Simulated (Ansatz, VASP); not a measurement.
**MgO: VASP beside Ansatz**

```
CELL_PARAMETERS angstrom
3.60354 0.00000 0.00000
-1.80177 3.12076 0.00000
0.00000 0.00000 4.04140
ATOMIC_POSITIONS crystal
Mg 0.67508 0.33333 0.75000
Mg 0.34175 0.66667 0.25000
O 0.65389 0.33333 0.25000
O 0.32055 0.66667 0.75000
```

Change from the starting cell: mode 8 frozen in at -0.045 Å, strain +e along z and -e/2 along x and y -0.0467.

Alike in both runs: task single point; functional PBE; k mesh 9 × 9 × 6; occupations gaussian, width 0.05 eV; no spin polarisation.

|  | VASP | Ansatz |
| --- | --- | --- |
| version | VASP 6.6.1 | Ansatz 0.2.0 |
| potentials or method | VASP PAW PBE potentials, release 64 (Mg, O), cutoff 520 eV | scalar-relativistic, plane waves, PAW |
| valence electrons in the cell | 16 | 32 |

VASP gave:

| Quantity | Value |
| --- | --- |
| gap on the k mesh at the Fermi level (eV) | 3.36 |
| least direct gap on the mesh (eV) | 3.36 |
| pressure (GPa) | 1.6 |
| traceless stress, the component that is largest in VASP (GPa) | 7.92 |
| rms of the force components (eV/Å) | 0.270 |

Task: What did Ansatz give for the same quantities?

Result: gap on the k mesh at the Fermi level (eV): 3.38; least direct gap on the mesh (eV): 3.38; pressure (GPa): 2.2; traceless stress, the component that is largest in VASP (GPa): 7.97; rms of the force components (eV/Å): 0.267.

Atom by atom the forces differ by 0.003 eV/Å (rms over components). With one functional, cell and mesh, what is left measures potentials, basis and numerics. VASP's potentials hold 16 valence electrons a cell and Ansatz's 32, so a difference there can come from the potentials and not from the codes.
